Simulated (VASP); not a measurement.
# CdS (P6_3mc) in VASP: a series of runs

Runs on CdS. Level: PBEsol. Tasks: single point.

Everything below comes from runs of VASP 6.6.1. Logs are shortened: lines on timing, memory, paths and dates and some standing lists are left out, and cuts for length are marked.

## (1) The cell of the first run

It takes space group P6_3mc (No. 186, hexagonal). The conventional cell has a = 4.041 Å, b = 4.041 Å, c = 6.790 Å, α = 90.00°, β = 90.00°, γ = 120.00°. Within 3.3 Å of Cd (site symmetry 3m) lie 4 S at 2.48 to 2.56 Å. S (site symmetry 3m) has 4 Cd at 2.48 to 2.56 Å within 3.3 Å.

## (2) Single point, PBEsol (in-plane strain -0.02)

INCAR

```
SYSTEM = CdS
ALGO = Normal
EDIFF = 1E-6
ENCUT = 520
GGA = PS
ISIF = 2
ISMEAR = 0
LASPH = .True.
LCHARG = .False.
LREAL = .False.
LWAVE = .False.
NBANDS = 26
NELM = 80
PREC = Accurate
SIGMA = 0.01
```

KPOINTS

```
k-points
0
Gamma
  6 6 4
  0 0 0
```

POSCAR

```
CdS
1.0
    4.0413804136      0.0000000000      0.0000000000
   -2.0206902068      3.4999381045      0.0000000000
    0.0000000000      0.0000000000      6.7902072101
Cd S
2 2
Direct
    0.3333333333      0.6666666667     -0.0007769940
    0.6666666667      0.3333333333      0.4992230060
    0.3333333333      0.6666666667      0.3757769940
    0.6666666667      0.3333333333      0.8757769940
```

Potentials or basis: VASP PAW PBE potentials, release 64 (Cd, S).

The run is started by

```console
$ cat potpaw_PBE.64/Cd/POTCAR potpaw_PBE.64/S/POTCAR > POTCAR
$ mpirun -np 1 vasp_std > vasp.out
```

OUTCAR:

```text
SYSTEM = CdS
   EDIFF = 1E-6
   ENCUT = 520
   GGA = PS
   ISIF = 2
   ISMEAR = 0
   LASPH = .True.
   LREAL = .False.
   NELM = 80
   PREC = Accurate

 ion  position               nearest neighbor table
   1  0.333  0.667  0.999-   4 2.48   4 2.48   4 2.48   3 2.56
   2  0.667  0.333  0.499-   3 2.48   3 2.48   3 2.48   4 2.56
   3  0.333  0.667  0.376-   2 2.48   2 2.48   2 2.48   1 2.56
   4  0.667  0.333  0.876-   1 2.48   1 2.48   1 2.48   2 2.56

  LATTYP: Found a hexagonal cell.
 ALAT       =     4.0413804136
 C/A-ratio  =     1.6801702674

  Lattice vectors:

 A1 = (   4.0413804136,   0.0000000000,   0.0000000000)
 A2 = (  -2.0206902068,   3.4999381045,   0.0000000000)
 A3 = (   0.0000000000,   0.0000000000,   6.7902072101)

Analysis of symmetry for initial positions (statically):
=====================================================================
 Subroutine PRICEL returns:
 Original cell was already a primitive cell.

 Routine SETGRP: Setting up the symmetry group for a
 hexagonal supercell.

 Subroutine GETGRP returns: Found 12 space group operations
 (whereof  6 operations were pure point group operations)
 out of a pool of 24 trial point group operations.

The static configuration has the point symmetry C_3v.
 The point group associated with its full space group is C_6v.

Analysis of symmetry for dynamics (positions and initial velocities):
=====================================================================
 Subroutine PRICEL returns:
 Original cell was already a primitive cell.

 Routine SETGRP: Setting up the symmetry group for a
 hexagonal supercell.

 Subroutine GETGRP returns: Found 12 space group operations
 (whereof  6 operations were pure point group operations)
 out of a pool of 24 trial point group operations.

The dynamic configuration has the point symmetry C_3v.
 The point group associated with its full space group is C_6v.

 Subroutine INISYM returns: Found 12 space group operations
 (whereof  6 operations are pure point group operations),
 and found     1 'primitive' translations

----------------------------------------------------------------------------------------

                                     Primitive cell

  volume of cell :      96.0446

  direct lattice vectors                    reciprocal lattice vectors
     4.041380414  0.000000000  0.000000000     0.247440205  0.142859669  0.000000000
    -2.020690207  3.499938104  0.000000000     0.000000000  0.285719338  0.000000000
     0.000000000  0.000000000  6.790207210     0.000000000  0.000000000  0.147270911

  length of vectors
     4.041380414  4.041380414  6.790207210     0.285719338  0.285719338  0.147270911

  position of ions in fractional coordinates (direct lattice)
     0.333333333  0.666666667  0.999223006
     0.666666667  0.333333333  0.499223006
     0.333333333  0.666666667  0.375776994
     0.666666667  0.333333333  0.875776994

  ion indices of the primitive-cell ions
   primitive index   ion index
                 1           1
                 2           2
                 3           3
                 4           4

----------------------------------------------------------------------------------------

 KPOINTS: k-points

Automatic generation of k-mesh.
 Grid dimensions read from file:
 generate k-points for:    6    6    4

 Generating k-lattice:

  Cartesian coordinates                     Fractional coordinates (reciprocal lattice)
     0.041240034  0.023809945  0.000000000     0.166666667  0.000000000  0.000000000
     0.000000000  0.047619890  0.000000000     0.000000000  0.166666667  0.000000000
     0.000000000  0.000000000  0.036817728     0.000000000  0.000000000  0.250000000

  Length of vectors
     0.047619890  0.047619890  0.036817728

  Shift w.r.t. Gamma in fractional coordinates (k-lattice)
     0.000000000  0.000000000  0.000000000

 Subroutine IBZKPT returns following result:
 ===========================================

 Found     21 irreducible k-points:

 Following reciprocal coordinates:
            Coordinates               Weight
  0.000000  0.000000  0.000000      1.000000
  0.166667 -0.000000  0.000000      6.000000
  0.333333 -0.000000  0.000000      6.000000
  0.500000 -0.000000  0.000000      3.000000
  0.166667  0.166667  0.000000      6.000000
  0.333333  0.166667  0.000000     12.000000
[... 13 lines left out ...]
  0.333333  0.166667  0.500000     12.000000
  0.333333  0.333333  0.500000      2.000000
   k-points           NKPTS =     21   k-points in BZ     NKDIM =     21   number of bands    NBANDS=     26
   number of dos      NEDOS =    301   number of ions     NIONS =      4
   total plane-waves  NPLWV =  48600
   dimension x,y,z NGX =    30 NGY =   30 NGZ =   54
   dimension x,y,z NGXF=    60 NGYF=   60 NGZF=  108
   ions per type =               2   2
   NGX,Y,Z   is equivalent  to a cutoff of  12.34, 12.34, 13.22 a.u.
   NGXF,Y,Z  is equivalent  to a cutoff of  24.68, 24.68, 26.44 a.u.
 SYSTEM =  CdS
   PREC   = accura    normal or accurate (medium, high low for compatibility)
   ISTART =      0    job   : 0-new  1-cont  2-samecut
   ICHARG =      2    charge: 1-file 2-atom 10-const
   ISPIN  =      1    spin polarized calculation?
   LNONCOLLINEAR =      F non collinear calculations
   LSORBIT =      F    spin-orbit coupling
   LASPH  =      T    aspherical Exc in radial PAW
   ENCUT  =  520.0 eV  38.22 Ry    6.18 a.u.   7.51  7.51 12.63*2*pi/ulx,y,z
   NELM   =     80;   NELMIN=  2; NELMDL= -5     # of ELM steps
   EDIFF  = 0.1E-05   stopping-criterion for ELM
   LREAL  =      F    real-space projection
   EDIFFG = 0.1E-04   stopping-criterion for IOM
   NSW    =      0    number of steps for IOM
   IBRION =     -1    ionic relax: 0-MD 1-quasi-New 2-CG
   NFREE  =      0    steps in history (QN), initial steepest desc. (CG)
   ISIF   =      2    stress and relaxation
   ISYM   =      2    0-nonsym 1-usesym 2-fastsym
   POTIM  = 0.5000    time-step for ionic-motion
   TEBEG  =    0.0;   TEEND  =   0.0 temperature during run
   PSTRESS=    0.0 pullay stress
   NELECT =      36.0000    total number of electrons
   NUPDOWN=      -1.0000    fix difference up-down
   EMIN   =  10.00;   EMAX   =-10.00  energy-range for DOS
   EFERMI =   0.00;   METHOD = LEGACY
   ISMEAR =     0;   SIGMA  =   0.01  broadening in eV -4-tet -1-fermi 0-gaus
   EFERMI_NEDOS =   21; number of points for ismear=-14 and -15
   IALGO  =     38    algorithm
   IMIX   =      4    mixing-type and parameters
     AMIX     =   0.40;   BMIX     =  1.00
     AMIX_MAG =   1.60;   BMIX_MAG =  1.00
  volume/ion in A,a.u.               =      24.01       162.04
  Fermi-wavevector in a.u.,A,eV,Ry     =   1.180369  2.230575 18.956617  1.393272
  Thomas-Fermi vector in A             =   2.316663
   LORBIT       =      0    0 simple, 1 ext, 2 COOP (PROOUT), +10 PAW based schemes
   GGA     = PS    functional components
   LHFCALC =     F    Hartree Fock is set to
   AEXX    =    0.0000 exact exchange contribution
   IVDW    =     0    specifies the selected vdW correction
   LEPSILON=     F    determine dielectric tensor
   LRPA    =     F    only Hartree local field effects (RPA)
 non-spin polarized calculation
 Gauss-broadening in eV      SIGMA  =   0.01
  energy-cutoff  :      520.00
  volume of cell :       96.04
 maximum number of plane-waves:      2609
   NGX = 15   NGY = 15   NGZ = 25

 number of electron      36.0000013 magnetization

 Free energy of the ion-electron system (eV)
  ---------------------------------------------------
  ext. energy  EPLUGINS =         0.00000000
  ---------------------------------------------------
  free energy    TOTEN  =       -13.58194495 eV

  energy without entropy =      -13.58194495  energy(sigma->0) =      -13.58194495

 E-fermi :   1.6364     XC(G=0):  -9.5257

 val. band max:        1.5358013906   @ k =   0.0000   0.0000   0.0000
 cond. band min:       2.6414726951   @ k =   0.0000   0.0000   0.0000
 fundamental gap:      1.1056713045
 Fermi energy:         1.6364458241

 k-point     1 :       0.0000    0.0000    0.0000
  band No.  band energies     occupation
      1     -11.1027      2.00000
      2     -10.6571      2.00000
      3      -6.3546      2.00000
      4      -6.3546      2.00000
      5      -6.3196      2.00000
      6      -6.2733      2.00000
[... 18 lines left out ...]
     25       9.0816      0.00000
     26       9.0816      0.00000

 k-point     2 :       0.1667   -0.0000    0.0000
  band No.  band energies     occupation
      1     -10.9940      2.00000
      2     -10.6047      2.00000
      3      -6.3081      2.00000
      4      -6.3002      2.00000
      5      -6.2668      2.00000
      6      -6.2123      2.00000
[... 18 lines left out ...]
     25       8.9039      0.00000
     26       9.6981      0.00000

 k-point     3 :       0.3333   -0.0000    0.0000
  band No.  band energies     occupation
      1     -10.7605      2.00000
      2     -10.5137      2.00000
      3      -6.2379      2.00000
      4      -6.2352      2.00000
      5      -6.0918      2.00000
      6      -6.0826      2.00000
[... 18 lines left out ...]
     25       9.6385      0.00000
     26      10.3632      0.00000

 k-point     4 :       0.5000   -0.0000    0.0000
  band No.  band energies     occupation
      1     -10.6252      2.00000
      2     -10.4867      2.00000
      3      -6.2252      2.00000
      4      -6.2121      2.00000
      5      -6.0227      2.00000
      6      -5.9890      2.00000
[... 18 lines left out ...]
     25       9.5600      0.00000
     26      11.8129      0.00000
[... 409 lines left out ...]
      1     -10.6711      2.00000
      2     -10.6711      2.00000
      3      -6.2038      2.00000
      4      -6.2038      2.00000
      5      -6.1704      2.00000
      6      -6.1704      2.00000
[... 18 lines left out ...]
     25       9.4978      0.00000
     26       9.4978      0.00000

 k-point    20 :       0.3333    0.1667    0.5000
  band No.  band energies     occupation
      1     -10.5482      2.00000
      2     -10.5482      2.00000
      3      -6.1575      2.00000
      4      -6.1575      2.00000
      5      -6.1187      2.00000
      6      -6.1187      2.00000
[... 18 lines left out ...]
     25       9.9910      0.00000
     26       9.9910      0.00000

 k-point    21 :       0.3333    0.3333    0.5000
  band No.  band energies     occupation
      1     -10.5089      2.00000
      2     -10.5089      2.00000
      3      -6.1303      2.00000
      4      -6.1303      2.00000
      5      -6.1028      2.00000
      6      -6.1028      2.00000
[... 18 lines left out ...]
     25      10.7512      0.00000
     26      10.7512      0.00000

------------------------ aborting loop because EDIFF is reached ----------------------------------------

  FORCE on cell =-STRESS in cart. coord.  units (eV):
  Direction    XX          YY          ZZ          XY          YZ          ZX
  --------------------------------------------------------------------------------------
  -------------------------------------------------------------------------------------
  Total        2.2105775      2.2105775     -0.0365180      0.0000000      0.0000000      0.0000000
  in kB       36.8759494     36.8759494     -0.6091781      0.0000000      0.0000000      0.0000000
  external PRESSURE =      24.3809069 kB  Pullay stress =       0.0000000 kB

 VOLUME and BASIS-vectors are now :
 -----------------------------------------------------------------------------
  energy-cutoff  :      520.00
  volume of cell :       96.04
      direct lattice vectors                 reciprocal lattice vectors
     4.041380414  0.000000000  0.000000000     0.247440205  0.142859669  0.000000000
    -2.020690207  3.499938104  0.000000000     0.000000000  0.285719338  0.000000000
     0.000000000  0.000000000  6.790207210     0.000000000  0.000000000  0.147270911

 POSITION                                       TOTAL-FORCE (eV/Angst)
 -----------------------------------------------------------------------------------
     -0.00000      2.33329      6.78493        -0.000000      0.000000      0.270151
      2.02069      1.16665      3.38983        -0.000000     -0.000000      0.270151
     -0.00000      2.33329      2.55160        -0.000000      0.000000     -0.270151
      2.02069      1.16665      5.94671         0.000000      0.000000     -0.270151
 -----------------------------------------------------------------------------------
    total drift:                               -0.000000      0.000000      0.000272

  FREE ENERGIE OF THE ION-ELECTRON SYSTEM (eV)
  ---------------------------------------------------
  free  energy   TOTEN  =       -13.5819449495 eV

  energy  without entropy=      -13.5819449495  energy(sigma->0) =      -13.58194495
```

It took 46 s on 1 thread of Intel Xeon 8259CL, shared host; peak memory 0.23 GiB.

What came out:

```yaml
Free_energy: -13.5819 eV
Pressure: 2.4 GPa
Largest_force: 0.270 eV/Å
Band_gap_on_the_k_mesh: 1.11 eV
```

Forces in eV/Å, atoms in the order of the input:
```
Cd   0.000  0.000  0.270
Cd   0.000  0.000  0.270
S    0.000  0.000 -0.270
S    0.000  0.000 -0.270
```

Caveat: the cell differs from its parent crystal (in-plane strain -0.02); the PAW data sets were made with another functional, which shifts forces and pressure a little.

## (3) Single point, PBEsol (in-plane strain -0.02, then relaxed in part)

INCAR

```
SYSTEM = CdS
PREC     = Accurate       ! precision mode
ENCUT    = 520            ! plane-wave cutoff, eV
EDIFF    = 1E-6           ! SCF threshold, eV
ISMEAR   = 0              ! smearing method
SIGMA    = 0.01           ! smearing width, eV
LREAL    = .FALSE.        ! projectors in reciprocal space
LASPH    = .TRUE.         ! aspherical terms in the spheres
NELM     = 60             ! most SCF steps
ALGO     = Normal         ! electronic algorithm
ISIF     = 2              ! what is computed and relaxed
LWAVE    = .FALSE.        ! write WAVECAR
LCHARG   = .FALSE.        ! write CHGCAR
GGA      = PS             ! functional
NBANDS   = 26             ! bands
```

KPOINTS

```
regular mesh
0
G
  6 6 4
  0 0 0
```

POSCAR

```
CdS
1.0
    4.0413804136      0.0000000000      0.0000000000
   -2.0206902068      3.4999381045      0.0000000000
    0.0000000000      0.0000000000      6.8359641799
Cd S
2 2
Direct
    0.3333333333      0.6666666667      0.0037833314
    0.6666666667      0.3333333333      0.5037833314
    0.3333333333      0.6666666667      0.3712166686
    0.6666666667      0.3333333333      0.8712166686
```

Potentials or basis: VASP PAW PBE potentials, release 64 (Cd, S).

The run is started by

```console
$ cat potpaw_PBE.64/Cd/POTCAR potpaw_PBE.64/S/POTCAR > POTCAR
$ mpirun -np 1 vasp_std > vasp.out
```

Run time: 51 s. Hardware: 1 thread of Intel Xeon 8259CL, shared host; peak memory 0.23 GiB.

The run converged. Its results:

```yaml
Free_energy: -13.6005 eV
Pressure: 1.8 GPa
Largest_force: 0.006 eV/Å
Band_gap_on_the_k_mesh: 1.05 eV
```

Forces in eV/Å, atoms in the order of the input:
```
Cd   0.000  0.000  0.006
Cd   0.000  0.000  0.006
S    0.000  0.000 -0.006
S    0.000  0.000 -0.006
```

Stress tensor (GPa, compression positive):
```
2.41 0.00 0.00
0.00 2.41 0.00
0.00 0.00 0.44
```

Levels at points of the mesh, in eV from the valence-band top:
| k point | band 16 | band 17 | band 18 | band 19 | band 20 | band 21 |
| --- | --- | --- | --- | --- | --- | --- |
| (0.00, 0.00, 0.00) | -0.20 | 0.00 | 0.00 | 1.05 | 2.95 | 6.28 |
| (0.50, 0.00, 0.00) | -1.95 | -1.54 | -0.79 | 3.57 | 3.88 | 4.75 |
| (0.00, 0.00, 0.50) | -0.40 | -0.40 | -0.40 | 2.84 | 2.84 | 5.95 |
| (0.50, 0.00, 0.50) | -1.61 | -1.40 | -1.40 | 3.21 | 3.21 | 5.26 |

Caveat: the cell differs from its parent crystal (in-plane strain -0.02, then relaxed in part); the PAW data sets were made with another functional, which shifts forces and pressure a little.

(Continued in part 2 of 2.)
